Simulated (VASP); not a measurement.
# BaO (Fm-3m) in VASP: single point with PBE0

Aim: the single point of BaO with PBE0.

All numbers are computed with VASP 6.6.1; they aren't measurements. Logs are shortened: lines on timing, memory, paths and dates and some standing lists are left out, and cuts for length are marked.

**1. The cell of the first run**

The structure is cubic, space group Fm-3m (No. 225). Conventional cell: a = 5.544 Å, b = 5.544 Å, c = 5.544 Å, α = 90.00°, β = 90.00°, γ = 90.00°. Ba (site symmetry m-3m) has 6 O at 2.77 Å within 3.7 Å. Within 3.7 Å of O (site symmetry m-3m) lie 6 Ba at 2.77 Å.

**2. Single point, PBE0**

POSCAR reads:

```
BaO
1.0
    0.0000000000      2.7719426816      2.7719426816
    2.7719426816      0.0000000000      2.7719426816
    2.7719426816      2.7719426816      0.0000000000
Ba O
1 1
Direct
    0.0000000000      0.0000000000      0.0000000000
    0.5000000000      0.5000000000      0.5000000000
```

INCAR.step1 reads:

```
PREC = Accurate
ENCUT = 520
EDIFF = 1E-5
ISMEAR = 0
SIGMA = 0.01
LREAL = F
LASPH = T
NELM = 120
ALGO = Normal
ISIF = 2
LWAVE = T
GGA = PE
NBANDS = 15
GGA_COMPAT = F
```

INCAR.step2 reads:

```
PREC = Accurate
ENCUT = 520
EDIFF = 1E-6
ISMEAR = 0
SIGMA = 0.01
LREAL = F
LASPH = T
NELM = 120
ALGO = Normal
ISIF = 2
LWAVE = F
LCHARG = T
GGA = PE
LHFCALC = T
AEXX = 0.25
PRECFOCK = Normal
LELF = T
LVHAR = T
ISTART = 1
NBANDS = 15
GGA_COMPAT = F
```

KPOINTS reads:

```
Automatic mesh
0
Gamma
  6 6 6
```

Potentials or basis: VASP PAW PBE potentials, release 64 (Ba_sv, O).

Command:

```
$ cat potpaw_PBE.64/Ba_sv/POTCAR potpaw_PBE.64/O/POTCAR > POTCAR
$ cp INCAR.step1 INCAR
$ mpirun -np 1 vasp_std > vasp.out
$ cp INCAR.step2 INCAR
$ mpirun -np 1 vasp_std > vasp.out
```

OUTCAR:

```text
PREC = Accurate
   ENCUT = 520
   EDIFF = 1E-6
   ISMEAR = 0
   LREAL = F
   LASPH = T
   NELM = 120
   ISIF = 2
   GGA = PE
   LHFCALC = T
   AEXX = 0.25
   PRECFOCK = Normal
   ISTART = 1

 ion  position               nearest neighbor table
   1  0.000  0.000  0.000-   2 2.77   2 2.77   2 2.77   2 2.77   2 2.77   2 2.77
   2  0.500  0.500  0.500-   1 2.77   1 2.77   1 2.77   1 2.77   1 2.77   1 2.77

  LATTYP: Found a face centered cubic cell.
 ALAT       =     5.5438853632

  Lattice vectors:

 A1 = (   0.0000000000,   2.7719426816,   2.7719426816)
 A2 = (   2.7719426816,   0.0000000000,   2.7719426816)
 A3 = (   2.7719426816,   2.7719426816,   0.0000000000)

Analysis of symmetry for initial positions (statically):
=====================================================================
 Subroutine PRICEL returns:
 Original cell was already a primitive cell.

 Routine SETGRP: Setting up the symmetry group for a
 face centered cubic supercell.

 Subroutine GETGRP returns: Found 48 space group operations
 (whereof 48 operations were pure point group operations)
 out of a pool of 48 trial point group operations.

The static configuration has the point symmetry O_h .

Analysis of symmetry for dynamics (positions and initial velocities):
=====================================================================
 Subroutine PRICEL returns:
 Original cell was already a primitive cell.

 Routine SETGRP: Setting up the symmetry group for a
 face centered cubic supercell.

 Subroutine GETGRP returns: Found 48 space group operations
 (whereof 48 operations were pure point group operations)
 out of a pool of 48 trial point group operations.

The dynamic configuration has the point symmetry O_h .

 Subroutine INISYM returns: Found 48 space group operations
 (whereof 48 operations are pure point group operations),
 and found     1 'primitive' translations

----------------------------------------------------------------------------------------

                                     Primitive cell

  volume of cell :      42.5974

  direct lattice vectors                    reciprocal lattice vectors
     0.000000000  2.771942682  2.771942682    -0.180378910  0.180378910  0.180378910
     2.771942682  0.000000000  2.771942682     0.180378910 -0.180378910  0.180378910
     2.771942682  2.771942682  0.000000000     0.180378910  0.180378910 -0.180378910

  length of vectors
     3.920118934  3.920118934  3.920118934     0.312425437  0.312425437  0.312425437

  position of ions in fractional coordinates (direct lattice)
     0.000000000  0.000000000  0.000000000
     0.500000000  0.500000000  0.500000000

  ion indices of the primitive-cell ions
   primitive index   ion index
                 1           1
                 2           2

----------------------------------------------------------------------------------------

 KPOINTS: Automatic mesh

Automatic generation of k-mesh.
 Grid dimensions read from file:
 generate k-points for:    6    6    6

 Generating k-lattice:

  Cartesian coordinates                     Fractional coordinates (reciprocal lattice)
    -0.030063152  0.030063152  0.030063152     0.166666667  0.000000000  0.000000000
     0.030063152 -0.030063152  0.030063152     0.000000000  0.166666667  0.000000000
     0.030063152  0.030063152 -0.030063152     0.000000000  0.000000000  0.166666667

  Length of vectors
     0.052070906  0.052070906  0.052070906

  Shift w.r.t. Gamma in fractional coordinates (k-lattice)
     0.000000000  0.000000000  0.000000000

 Subroutine IBZKPT returns following result:
 ===========================================

 Found     16 irreducible k-points:

 Following reciprocal coordinates:
            Coordinates               Weight
  0.000000  0.000000  0.000000      1.000000
  0.166667  0.000000  0.000000      8.000000
  0.333333  0.000000  0.000000      8.000000
  0.500000  0.000000  0.000000      4.000000
  0.166667  0.166667  0.000000      6.000000
  0.333333  0.166667  0.000000     24.000000
[... 8 lines left out ...]
 -0.333333  0.333333  0.166667     24.000000
 -0.333333  0.500000  0.166667     12.000000
   k-points           NKPTS =     16   k-points in BZ     NKDIM =    216   number of bands    NBANDS=     15
   number of dos      NEDOS =    301   number of ions     NIONS =      2
   total plane-waves  NPLWV =  27000
   dimension x,y,z NGX =    30 NGY =   30 NGZ =   30
   dimension x,y,z NGXF=    60 NGYF=   60 NGZF=   60
   ions per type =               1   1
   NGX,Y,Z   is equivalent  to a cutoff of  12.72, 12.72, 12.72 a.u.
   NGXF,Y,Z  is equivalent  to a cutoff of  25.45, 25.45, 25.45 a.u.
 SYSTEM =  unknown system
   PREC   = accura    normal or accurate (medium, high low for compatibility)
   ISTART =      1    job   : 0-new  1-cont  2-samecut
   ICHARG =      0    charge: 1-file 2-atom 10-const
   ISPIN  =      1    spin polarized calculation?
   LNONCOLLINEAR =      F non collinear calculations
   LSORBIT =      F    spin-orbit coupling
   LASPH  =      T    aspherical Exc in radial PAW
   ENCUT  =  520.0 eV  38.22 Ry    6.18 a.u.   7.29  7.29  7.29*2*pi/ulx,y,z
   NELM   =    120;   NELMIN=  2; NELMDL=  0     # of ELM steps
   EDIFF  = 0.1E-05   stopping-criterion for ELM
   LREAL  =      F    real-space projection
   EDIFFG = 0.1E-04   stopping-criterion for IOM
   NSW    =      0    number of steps for IOM
   IBRION =     -1    ionic relax: 0-MD 1-quasi-New 2-CG
   NFREE  =      0    steps in history (QN), initial steepest desc. (CG)
   ISIF   =      2    stress and relaxation
   ISYM   =      3    0-nonsym 1-usesym 2-fastsym
   POTIM  = 0.5000    time-step for ionic-motion
   TEBEG  =    0.0;   TEEND  =   0.0 temperature during run
   PSTRESS=    0.0 pullay stress
   NELECT =      16.0000    total number of electrons
   NUPDOWN=      -1.0000    fix difference up-down
   EMIN   =  10.00;   EMAX   =-10.00  energy-range for DOS
   EFERMI =   0.00;   METHOD = LEGACY
   ISMEAR =     0;   SIGMA  =   0.01  broadening in eV -4-tet -1-fermi 0-gaus
   EFERMI_NEDOS =   21; number of points for ismear=-14 and -15
   IALGO  =     38    algorithm
   IMIX   =      1    mixing-type and parameters
     AMIX     =   0.40;   BMIX     =  1.00
     AMIX_MAG =   1.60;   BMIX_MAG =  1.00
  volume/ion in A,a.u.               =      21.30       143.73
  Fermi-wavevector in a.u.,A,eV,Ry     =   1.181192  2.232130 18.983054  1.395215
  Thomas-Fermi vector in A             =   2.317470
   LORBIT       =      0    0 simple, 1 ext, 2 COOP (PROOUT), +10 PAW based schemes
   GGA     = PE    functional components
   LHFCALC =     T    Hartree Fock is set to
   PRECFOCK=normal    Normal, Fast or Accurate (Low or Medium for compatibility)
   ENCUT4O =  -1.0   cutoff for four orbital integrals eV
   NKREDX  =     1    reduce k-point grid by
   NKREDY  =     1    reduce k-point grid by
   NKREDZ  =     1    reduce k-point grid by
   AEXX    =    0.2500 exact exchange contribution
   HFSCREEN=    0.0000 screening length (either q_TF or 0.3 A-1)
   HFSCREENC=   0.0000 screening length for correlation (either q_TF or 0.3 A-1)
   ENCUTFOCK=  -1.0 apply spherical cutoff to Coloumb kernel
   IVDW    =     0    specifies the selected vdW correction
   LEPSILON=     F    determine dielectric tensor
   LRPA    =     F    only Hartree local field effects (RPA)
 non-spin polarized calculation
 Gauss-broadening in eV      SIGMA  =   0.01
  energy-cutoff  :      520.00
  volume of cell :       42.60
 maximum number of plane-waves:      1167
 NGX is ok and might be reduce to    30
  NGX = 24; NGY = 24; NGZ = 24

 number of electron      15.9999999 magnetization

 Free energy of the ion-electron system (eV)
  ---------------------------------------------------
  ext. energy  EPLUGINS =         0.00000000
  ---------------------------------------------------
  free energy    TOTEN  =       -14.45441485 eV

  energy without entropy =      -14.45441485  energy(sigma->0) =      -14.45441485

 E-fermi :   0.6160     XC(G=0):  -7.5655

 val. band max:        0.5144138632   @ k =   0.5000   0.5000   0.0000
 cond. band min:       4.5076323708   @ k =   0.5000   0.5000   0.0000
 fundamental gap:      3.9932185076
 Fermi energy:         0.6159857729

 k-point     1 :       0.0000    0.0000    0.0000
  band No.  band energies     occupation
      1     -26.9132      2.00000
      2     -16.0133      2.00000
      3     -10.3157      2.00000
      4     -10.3157      2.00000
      5     -10.3157      2.00000
      6       0.1314      2.00000
      7       0.1314      2.00000
      8       0.1314      2.00000
      9       6.0919      0.00000
     10       7.3850      0.00000
     11       7.3850      0.00000
     12       7.3850      0.00000
     13       9.7273      0.00000
     14       9.7273      0.00000
     15      12.6214      0.00000

 k-point     2 :       0.1667    0.0000    0.0000
  band No.  band energies     occupation
      1     -26.8441      2.00000
      2     -16.1873      2.00000
      3     -10.3922      2.00000
      4     -10.3456      2.00000
      5     -10.3456      2.00000
      6      -0.4115      2.00000
      7      -0.2178      2.00000
      8      -0.2178      2.00000
      9       7.0336      0.00000
     10       7.3673      0.00000
     11       7.9191      0.00000
     12       7.9191      0.00000
     13      10.4597      0.00000
     14      10.4597      0.00000
     15      14.2956      0.00000
[... 221 lines left out ...]
      3     -11.2387      2.00000
      4     -11.2323      2.00000
      5     -10.4230      2.00000
      6      -1.0275      2.00000
      7      -0.0847      2.00000
      8      -0.0576      2.00000
      9       7.4240      0.00000
     10       7.6776      0.00000
     11      10.1794      0.00000
     12      11.4756      0.00000
     13      12.9631      0.00000
     14      14.7937      0.00000
     15      15.4325      0.00000

 k-point    16 :      -0.3333    0.5000    0.1667
  band No.  band energies     occupation
      1     -26.5474      2.00000
      2     -16.3476      2.00000
      3     -11.6989      2.00000
      4     -11.2145      2.00000
      5     -10.5430      2.00000
      6      -0.6340      2.00000
      7       0.2709      2.00000
      8       0.3899      2.00000
      9       5.8612      0.00000
     10       8.9460      0.00000
     11       9.4637      0.00000
     12      12.5306      0.00000
     13      12.7446      0.00000
     14      15.0097      0.00000
     15      15.2977      0.00000

------------------------ aborting loop because EDIFF is reached ----------------------------------------

  FORCE on cell =-STRESS in cart. coord.  units (eV):
  Direction    XX          YY          ZZ          XY          YZ          ZX
  --------------------------------------------------------------------------------------
  -------------------------------------------------------------------------------------
  Total        0.2752982      0.2752982      0.2752982      0.0000000      0.0000000      0.0000000
  in kB       10.3545505     10.3545505     10.3545505      0.0000000      0.0000000      0.0000000
  external PRESSURE =      10.3545505 kB  Pullay stress =       0.0000000 kB

 VOLUME and BASIS-vectors are now :
 -----------------------------------------------------------------------------
  energy-cutoff  :      520.00
  volume of cell :       42.60
      direct lattice vectors                 reciprocal lattice vectors
     0.000000000  2.771942682  2.771942682    -0.180378910  0.180378910  0.180378910
     2.771942682  0.000000000  2.771942682     0.180378910 -0.180378910  0.180378910
     2.771942682  2.771942682  0.000000000     0.180378910  0.180378910 -0.180378910

 POSITION                                       TOTAL-FORCE (eV/Angst)
 -----------------------------------------------------------------------------------
      0.00000      0.00000      0.00000         0.000000      0.000000      0.000000
      2.77194      2.77194      2.77194        -0.000000     -0.000000      0.000000
 -----------------------------------------------------------------------------------
    total drift:                               -0.000000      0.000000      0.000000

  FREE ENERGIE OF THE ION-ELECTRON SYSTEM (eV)
  ---------------------------------------------------
  free  energy   TOTEN  =       -14.4544148486 eV

  energy  without entropy=      -14.4544148486  energy(sigma->0) =      -14.45441485
```

It took 47 min on 1 thread of Oxide Virtual Turin-like, shared host; peak memory 0.15 GiB.

What came out:

```yaml
Free_energy: -14.4544 eV
Pressure: 1.0 GPa
Band_gap_on_the_k_mesh: 3.99 eV
```

Caveat: the PAW data sets were made with another functional, which shifts forces and pressure a little; spin-orbit coupling is left out, which moves the levels of the heavy elements. A k mesh can miss the band edges.
